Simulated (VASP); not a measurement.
# P (R-3m) in VASP: a series of runs

The runs below take P through single point, with r2SCAN+D3(BJ).

All numbers are computed with VASP 6.6.1; they aren't measurements. Logs are shortened: lines on timing, memory, paths and dates and some standing lists are left out, and cuts for length are marked.

**1. The cell of the first run**

It takes space group R-3m (No. 166, trigonal). The conventional cell has a = 3.375 Å, b = 3.375 Å, c = 8.283 Å, α = 90.00°, β = 90.00°, γ = 120.00°. P (site symmetry 3m) has 6 P at 2.30 to 2.48 Å within 3.0 Å.

**2. Single point, r2SCAN+D3(BJ) (volume scaled by 0.88, then relaxed in part)**

POSCAR reads:

```
P
1.0
    1.6875717536      0.9743200062      2.7609730934
   -1.6875717536      0.9743200062      2.7609730934
    0.0000000000     -1.9486400124      2.7609730934
P
2
Direct
    0.2405217740      0.2405217740      0.2405217740
    0.7594782260      0.7594782260      0.7594782260
```

INCAR.step1 reads:

```
  ALGO = Normal
  EDIFF = 1E-4
  ENCUT = 520
  GGA = PE
  ISMEAR = 0
  LASPH = T
  LCHARG = F
  LREAL = F
  LWAVE = T
  NBANDS = 12
  NELM = 80
  PREC = Accurate
  SIGMA = 0.1
```

INCAR.step2 reads:

```
  ALGO = Normal
  EDIFF = 1E-6
  ENCUT = 520
  ISIF = 2
  ISMEAR = 0
  ISTART = 1
  IVDW = 12
  LASPH = T
  LCHARG = F
  LMIXTAU = T
  LREAL = F
  LWAVE = F
  METAGGA = R2SCAN
  NBANDS = 12
  NELM = 80
  PREC = Accurate
  SIGMA = 0.1
  VDW_A1 = 0.49484001
  VDW_A2 = 5.73083694
  VDW_S6 = 1.0
  VDW_S8 = 0.78981345
```

KPOINTS reads:

```
k-points
0
Gamma
  15 15 15
```

Potentials or basis: VASP PAW PBE potentials, release 64 (P).

Command:

```sh
> cat potpaw_PBE.64/P/POTCAR > POTCAR
> cp INCAR.step1 INCAR
> mpirun -np 1 vasp_std > vasp.out
> cp INCAR.step2 INCAR
> mpirun -np 1 vasp_std > vasp.out
```

OUTCAR:

```text
EDIFF = 1E-6
   ENCUT = 520
   ISIF = 2
   ISMEAR = 0
   ISTART = 1
   IVDW = 12
   LASPH = T
   LREAL = F
   METAGGA = R2SCAN
   NELM = 80
   PREC = Accurate
 IVDW          = 12

 ion  position               nearest neighbor table
   1  0.241  0.241  0.241-   2 2.30   2 2.30   2 2.30   2 2.48   2 2.48   2 2.48
   2  0.759  0.759  0.759-   1 2.30   1 2.30   1 2.30   1 2.48   1 2.48   1 2.48

  LATTYP: Found a trigonal (rhomboedric) cell.
 ALAT       =     3.3793742498
 COS(alpha) =     0.5012511471

  Lattice vectors:

 A1 = (   1.6875717536,   0.9743200062,   2.7609730934)
 A2 = (  -1.6875717536,   0.9743200062,   2.7609730934)
 A3 = (   0.0000000000,  -1.9486400124,   2.7609730934)

Analysis of symmetry for initial positions (statically):
=====================================================================
 Subroutine PRICEL returns:
 Original cell was already a primitive cell.

 Routine SETGRP: Setting up the symmetry group for a
 trigonal (rhombohedral) supercell.

 Subroutine GETGRP returns: Found 12 space group operations
 (whereof 12 operations were pure point group operations)
 out of a pool of 12 trial point group operations.

The static configuration has the point symmetry D_3d.

Analysis of symmetry for dynamics (positions and initial velocities):
=====================================================================
 Subroutine PRICEL returns:
 Original cell was already a primitive cell.

 Routine SETGRP: Setting up the symmetry group for a
 trigonal (rhombohedral) supercell.

 Subroutine GETGRP returns: Found 12 space group operations
 (whereof 12 operations were pure point group operations)
 out of a pool of 12 trial point group operations.

The dynamic configuration has the point symmetry D_3d.

 Subroutine INISYM returns: Found 12 space group operations
 (whereof 12 operations are pure point group operations),
 and found     1 'primitive' translations

----------------------------------------------------------------------------------------

                                     Primitive cell

  volume of cell :      27.2381

  direct lattice vectors                    reciprocal lattice vectors
     1.687571754  0.974320006  2.760973093     0.296283698  0.171059473  0.120730381
    -1.687571754  0.974320006  2.760973093    -0.296283698  0.171059473  0.120730381
     0.000000000 -1.948640012  2.760973093     0.000000000 -0.342118946  0.120730381

  length of vectors
     3.379374250  3.379374250  3.379374250     0.362796359  0.362796359  0.362796359

  position of ions in fractional coordinates (direct lattice)
     0.240521774  0.240521774  0.240521774
     0.759478226  0.759478226  0.759478226

  ion indices of the primitive-cell ions
   primitive index   ion index
                 1           1
                 2           2

----------------------------------------------------------------------------------------

 KPOINTS: k-points

Automatic generation of k-mesh.
 Grid dimensions read from file:
 generate k-points for:   15   15   15

 Generating k-lattice:

  Cartesian coordinates                     Fractional coordinates (reciprocal lattice)
     0.019752247  0.011403965  0.008048692     0.066666667  0.000000000 -0.000000000
    -0.019752247  0.011403965  0.008048692     0.000000000  0.066666667 -0.000000000
     0.000000000 -0.022807930  0.008048692    -0.000000000 -0.000000000  0.066666667

  Length of vectors
     0.024186424  0.024186424  0.024186424

  Shift w.r.t. Gamma in fractional coordinates (k-lattice)
     0.000000000  0.000000000  0.000000000

 Subroutine IBZKPT returns following result:
 ===========================================

 Found    344 irreducible k-points:

 Following reciprocal coordinates:
            Coordinates               Weight
  0.000000  0.000000  0.000000      1.000000
  0.066667  0.000000  0.000000      6.000000
  0.133333  0.000000  0.000000      6.000000
  0.200000  0.000000  0.000000      6.000000
  0.266667  0.000000  0.000000      6.000000
  0.333333  0.000000  0.000000      6.000000
[... 16 lines left out ...]
  0.133333  0.133333  0.000000      6.000000
  0.200000  0.133333  0.000000     12.000000
 [... further k-points ...]
   k-points           NKPTS =    344   k-points in BZ     NKDIM =    344   number of bands    NBANDS=     12
   number of dos      NEDOS =    301   number of ions     NIONS =      2
   total plane-waves  NPLWV =  21952
   dimension x,y,z NGX =    28 NGY =   28 NGZ =   28
   dimension x,y,z NGXF=    56 NGYF=   56 NGZF=   56
   ions per type =               2
   NGX,Y,Z   is equivalent  to a cutoff of  13.77, 13.77, 13.77 a.u.
   NGXF,Y,Z  is equivalent  to a cutoff of  27.55, 27.55, 27.55 a.u.
 SYSTEM =  unknown system
   PREC   = accura    normal or accurate (medium, high low for compatibility)
   ISTART =      1    job   : 0-new  1-cont  2-samecut
   ICHARG =      0    charge: 1-file 2-atom 10-const
   ISPIN  =      1    spin polarized calculation?
   LNONCOLLINEAR =      F non collinear calculations
   LSORBIT =      F    spin-orbit coupling
   LASPH  =      T    aspherical Exc in radial PAW
   ENCUT  =  520.0 eV  38.22 Ry    6.18 a.u.   6.28  6.28  6.28*2*pi/ulx,y,z
   NELM   =     80;   NELMIN=  2; NELMDL=  0     # of ELM steps
   EDIFF  = 0.1E-05   stopping-criterion for ELM
   LREAL  =      F    real-space projection
   EDIFFG = 0.1E-04   stopping-criterion for IOM
   NSW    =      0    number of steps for IOM
   IBRION =     -1    ionic relax: 0-MD 1-quasi-New 2-CG
   NFREE  =      0    steps in history (QN), initial steepest desc. (CG)
   ISIF   =      2    stress and relaxation
   ISYM   =      2    0-nonsym 1-usesym 2-fastsym
   POTIM  = 0.5000    time-step for ionic-motion
   TEBEG  =    0.0;   TEEND  =   0.0 temperature during run
   PSTRESS=    0.0 pullay stress
   NELECT =      10.0000    total number of electrons
   NUPDOWN=      -1.0000    fix difference up-down
   EMIN   =  10.00;   EMAX   =-10.00  energy-range for DOS
   EFERMI =   0.00;   METHOD = LEGACY
   ISMEAR =     0;   SIGMA  =   0.10  broadening in eV -4-tet -1-fermi 0-gaus
   EFERMI_NEDOS =   21; number of points for ismear=-14 and -15
   IALGO  =     38    algorithm
   IMIX   =      4    mixing-type and parameters
     AMIX     =   0.40;   BMIX     =  1.00
     AMIX_MAG =   1.60;   BMIX_MAG =  1.00
  volume/ion in A,a.u.               =      13.62        91.91
  Fermi-wavevector in a.u.,A,eV,Ry     =   1.172238  2.215208 18.696331  1.374142
  Thomas-Fermi vector in A             =   2.308669
   LORBIT       =      0    0 simple, 1 ext, 2 COOP (PROOUT), +10 PAW based schemes
   METAGGA = R2SCAN    functional components
   LHFCALC =     F    Hartree Fock is set to
   AEXX    =    0.0000 exact exchange contribution
   IVDW    =    12    specifies the selected vdW correction
   LEPSILON=     F    determine dielectric tensor
   LRPA    =     F    only Hartree local field effects (RPA)
 non-spin polarized calculation
 Gauss-broadening in eV      SIGMA  =   0.10
  energy-cutoff  :      520.00
  volume of cell :       27.24
 maximum number of plane-waves:       751
 NGX is ok and might be reduce to    28
   NGX = 13   NGY = 13   NGZ = 13

 number of electron      10.0000000 magnetization

 Free energy of the ion-electron system (eV)
  ---------------------------------------------------
  ext. energy  EPLUGINS =         0.00000000
  ---------------------------------------------------
  free energy    TOTEN  =       -17.62406086 eV

  energy without entropy =      -17.62204421  energy(sigma->0) =      -17.62305253

 E-fermi :  10.8685     XC(G=0): -12.1745

 val. band max:       10.8548887954   @ k =   0.4000   0.0667   0.0667
 cond. band min:      10.8688187649   @ k =  -0.3333   0.1333   0.0000
 fundamental gap:      0.0139299695
 Fermi energy:        10.8684682943

 k-point     1 :       0.0000    0.0000    0.0000
  band No.  band energies     occupation
      1      -7.5008      2.00000
      2       8.0230      2.00000
      3       8.0230      2.00000
      4       8.2262      2.00000
      5       9.9784      2.00000
      6      14.5338      0.00000
      7      15.0544      0.00000
      8      15.0544      0.00000
      9      16.6640      0.00000
     10      16.6640      0.00000
     11      17.3084      0.00000
     12      17.8013      0.00000

 k-point     2 :       0.0667    0.0000    0.0000
  band No.  band energies     occupation
      1      -7.4166      2.00000
      2       7.1270      2.00000
      3       7.9979      2.00000
      4       8.1826      2.00000
      5      10.6070      1.99978
      6      14.5111      0.00000
      7      14.9954      0.00000
      8      15.1558      0.00000
      9      15.8893      0.00000
     10      16.1321      0.00000
     11      16.7552      0.00000
     12      18.9728      0.00000

 k-point     3 :       0.1333    0.0000    0.0000
  band No.  band energies     occupation
      1      -7.1643      2.00000
      2       5.5464      2.00000
      3       7.9385      2.00000
      4       8.1270      2.00000
      5      11.2985      0.00000
      6      13.9708      0.00000
      7      14.0568      0.00000
      8      15.2579      0.00000
      9      15.9667      0.00000
     10      16.0644      0.00000
     11      16.7315      0.00000
     12      20.7319      0.00000
[... 286 lines left out ...]
 k-point    23 :       0.1333    0.1333    0.0000
  band No.  band energies     occupation
      1      -7.0546      2.00000
      2       6.1053      2.00000
      3       7.1284      2.00000
      4       7.2098      2.00000
      5      11.4347      0.00000
      6      12.9014      0.00000
      7      14.0203      0.00000
      8      16.2794      0.00000
      9      16.5246      0.00000
     10      17.4219      0.00000
     11      17.6273      0.00000
     12      18.3055      0.00000

 k-point    24 :       0.2000    0.1333    0.0000
  band No.  band energies     occupation
      1      -6.7492      2.00000
      2       4.9526      2.00000
      3       6.8619      2.00000
      4       7.1959      2.00000
      5      10.3382      2.00000
      6      13.5177      0.00000
      7      13.9543      0.00000
      8      15.9585      0.00000
      9      16.5111      0.00000
     10      17.9231      0.00000
     11      18.4075      0.00000
     12      19.6210      0.00000

 [... further k-points ...]

------------------------ aborting loop because EDIFF is reached ----------------------------------------

 Edisp (eV)   -0.48584

 E8    (eV) :    -0.1382

  FORCE on cell =-STRESS in cart. coord.  units (eV):
  Direction    XX          YY          ZZ          XY          YZ          ZX
  --------------------------------------------------------------------------------------
  -------------------------------------------------------------------------------------
  Total       1.12169     1.12169     1.14345     0.00000     0.00000    -0.00000
  in kB      65.97927    65.97927    67.25910     0.00000     0.00000    -0.00000
  external pressure =       66.41 kB  Pullay stress =        0.00 kB

 VOLUME and BASIS-vectors are now :
 -----------------------------------------------------------------------------
  energy-cutoff  :      520.00
  volume of cell :       27.24
      direct lattice vectors                 reciprocal lattice vectors
     1.687571754  0.974320006  2.760973093     0.296283698  0.171059473  0.120730381
    -1.687571754  0.974320006  2.760973093    -0.296283698  0.171059473  0.120730381
     0.000000000 -1.948640012  2.760973093     0.000000000 -0.342118946  0.120730381

 POSITION                                       TOTAL-FORCE (eV/Angst)
 -----------------------------------------------------------------------------------
      0.00000      0.00000      1.99222         0.000000     -0.000000     -0.067714
      0.00000      0.00000      6.29070         0.000000      0.000000      0.067714
 -----------------------------------------------------------------------------------
    total drift:                                0.000000     -0.000000     -0.000000

  FREE ENERGIE OF THE ION-ELECTRON SYSTEM (eV)
  ---------------------------------------------------
  free  energy   TOTEN  =       -18.1098965570 eV

  energy  without entropy=      -18.1078799093  energy(sigma->0) =      -18.10888823
```

Wall time 2.7 min (1 thread of Intel Xeon 6975P-C (Granite Rapids), shared host); peak memory 0.22 GiB.

Results:

```yaml
Free_energy: -18.1099 eV
Pressure: 6.6 GPa
Largest_force: 0.068 eV/Å
Band_gap_on_the_k_mesh: zero (band 5 reaches 11.99 eV, above the bottom of band 6 at 9.66 eV)
Dispersion_energy_per_atom: -0.243 eV
```

Forces on the atoms (eV/Å):
```
P    0.000  0.000 -0.068
P    0.000  0.000  0.068
```

Caveat: the PAW data sets were made with another functional, which shifts forces and pressure a little; pairwise dispersion overbinds metals, which lowers pressure and volume.

**3. Single point, r2SCAN+D3(BJ) (volume scaled by 0.91, then relaxed in part)**

POSCAR reads:

```
P
1.0
    1.7009410456      0.9820387706      2.8103917837
   -1.7009410456      0.9820387706      2.8103917837
    0.0000000000     -1.9640775411      2.8103917837
P
2
Direct
    0.2375398780      0.2375398780      0.2375398780
    0.7624601220      0.7624601220      0.7624601220
```

INCAR.step1 reads:

```
SYSTEM = P
PREC     = Accurate       ! precision mode
ENCUT    = 520            ! plane-wave cutoff, eV
ISMEAR   = 0              ! smearing method
SIGMA    = 0.1            ! smearing width, eV
LREAL    = .FALSE.        ! projectors in reciprocal space
LASPH    = .TRUE.         ! aspherical terms in the spheres
NELM     = 80             ! most SCF steps
NBANDS   = 12             ! bands
GGA      = PE             ! functional
ALGO     = Normal         ! electronic algorithm
EDIFF    = 1E-4           ! SCF threshold, eV
LWAVE    = .TRUE.         ! write WAVECAR
LCHARG   = .FALSE.        ! write CHGCAR
```

INCAR.step2 reads:

```
SYSTEM = P
PREC     = Accurate       ! precision mode
ENCUT    = 520            ! plane-wave cutoff, eV
EDIFF    = 1E-6           ! SCF threshold, eV
ISMEAR   = 0              ! smearing method
SIGMA    = 0.1            ! smearing width, eV
LREAL    = .FALSE.        ! projectors in reciprocal space
LASPH    = .TRUE.         ! aspherical terms in the spheres
NELM     = 80             ! most SCF steps
ALGO     = Normal         ! electronic algorithm
ISIF     = 2              ! what is computed and relaxed
LWAVE    = .FALSE.        ! write WAVECAR
LCHARG   = .FALSE.        ! write CHGCAR
METAGGA  = R2SCAN         ! meta-GGA
LMIXTAU  = .TRUE.       
IVDW     = 12             ! dispersion correction
VDW_S6   = 1.0          
VDW_S8   = 0.78981345   
VDW_A1   = 0.49484001   
VDW_A2   = 5.73083694   
NBANDS   = 12             ! bands
ISTART   = 1
```

KPOINTS reads:

```
Automatic mesh
0
G
  15 15 15
  0 0 0
```

Potentials or basis: VASP PAW PBE potentials, release 64 (P).

Command:

```sh
> cat potpaw_PBE.64/P/POTCAR > POTCAR
> cp INCAR.step1 INCAR
> mpirun -np 1 vasp_std > vasp.out
> cp INCAR.step2 INCAR
> mpirun -np 1 vasp_std > vasp.out
```

It took 2.8 min on 1 thread of Intel Xeon 6975P-C (Granite Rapids), shared host; peak memory 0.23 GiB.

Results (log left out):

| Item | Value |
| --- | --- |
| Free energy | -18.1421 eV |
| Pressure | 3.7 GPa |
| Largest force | 0.081 eV/Å |
| Band gap on the k mesh | zero (band 5 reaches 11.37 eV, above the bottom of band 6 at 9.46 eV) |
| Dispersion energy per atom | -0.235 eV |

Forces on the atoms (eV/Å):
```
P    0.000  0.000 -0.081
P    0.000  0.000  0.081
```

Stress tensor (GPa, compression positive):
```
3.67 0.00 0.00
0.00 3.67 0.00
0.00 0.00 3.80
```

Levels at points of the mesh, in eV from the Fermi level:
```csv
k point,band 2,band 3,band 4,band 5,band 6,band 7,band 8,band 9
"(0.00, 0.00, 0.00)",-2.94,-2.94,-2.75,-1.44,3.17,3.95,3.95,5.76
```

Caveat: the PAW data sets were made with another functional, which shifts forces and pressure a little; pairwise dispersion overbinds metals, which lowers pressure and volume.

**4. Single point, r2SCAN+D3(BJ) (volume scaled by 0.94, then relaxed in part)**

POSCAR reads:

```
P
1.0
    1.7040905944      0.9838571634      2.8923210087
   -1.7040905944      0.9838571634      2.8923210087
    0.0000000000     -1.9677143268      2.8923210088
P
2
Direct
    0.2334499466      0.2334499466      0.2334499466
    0.7665500534      0.7665500534      0.7665500534
```

INCAR.step1 reads:

```
ALGO = Normal ; EDIFF = 1E-4
ENCUT = 520 ; GGA = PE
ISMEAR = 0 ; LASPH = T
LCHARG = F ; LREAL = F
LWAVE = T ; NBANDS = 12
NELM = 80 ; PREC = Accurate
SIGMA = 0.1
```

INCAR.step2 reads:

```
ALGO = Normal ; EDIFF = 1E-6
ENCUT = 520 ; ISIF = 2
ISMEAR = 0 ; ISTART = 1
IVDW = 12 ; LASPH = T
LCHARG = F ; LMIXTAU = T
LREAL = F ; LWAVE = F
METAGGA = R2SCAN ; NBANDS = 12
NELM = 80 ; PREC = Accurate
SIGMA = 0.1 ; VDW_A1 = 0.49484001
VDW_A2 = 5.73083694 ; VDW_S6 = 1.0
VDW_S8 = 0.78981345
```

KPOINTS reads:

```
k-points
0
Gamma
  15 15 15
```

Command:

```sh
> cat potpaw_PBE.64/P/POTCAR > POTCAR
> cp INCAR.step1 INCAR
> mpirun -np 1 vasp_std > vasp.out
> cp INCAR.step2 INCAR
> mpirun -np 1 vasp_std > vasp.out
```

Wall time 2.7 min (1 thread of Intel Xeon 6975P-C (Granite Rapids), shared host); peak memory 0.23 GiB.

The run converged. Its results:

```
Free energy                : -18.1734 eV
Pressure                   : 3.3 GPa
Largest force              : 0.093 eV/Å
Band gap on the k mesh     : zero (band 5 reaches 11.08 eV, above the bottom of band 6 at 9.45 eV)
Dispersion energy per atom : -0.227 eV
```

Forces on the atoms (eV/Å):
```
P    0.000  0.000 -0.093
P    0.000  0.000  0.093
```

Stress tensor (GPa, compression positive):
```
3.25 0.00 0.00
0.00 3.25 0.00
0.00 0.00 3.56
```

Levels at points of the mesh, in eV from the Fermi level:
| k point | band 3 | band 4 | band 5 | band 6 | band 7 | band 8 |
| --- | --- | --- | --- | --- | --- | --- |
| (0.00, 0.00, 0.00) | -3.09 | -3.04 | -2.07 | 2.45 | 3.53 | 3.53 |

Caveat: the PAW data sets were made with another functional, which shifts forces and pressure a little; pairwise dispersion overbinds metals, which lowers pressure and volume.

**5. Summary**

| cell | gap on the mesh (eV) | pressure (GPa) | largest force (eV/Å) |
| --- | --- | --- | --- |
| a = 3.379 Å, angles 59.9°, 2 atoms | none | 6.6 | 0.07 |
| a = 3.429 Å, angles 59.5°, 2 atoms | none | 3.7 | 0.08 |
| a = 3.498 Å, angles 58.3°, 2 atoms | none | 3.3 | 0.09 |

Alike in all rows: task single point; level r2SCAN+D3(BJ); potentials or basis VASP PAW PBE potentials, release 64 (P); no spin polarisation; k mesh 15 × 15 × 15; cutoff (eV) 520; smearing gaussian 0.1 eV.

Caveats: the PAW data sets were made with another functional, which shifts forces and pressure a little; pairwise dispersion overbinds metals, which lowers pressure and volume.

Total energies depend on the potentials used, so only differences within one code and one set of settings carry meaning.
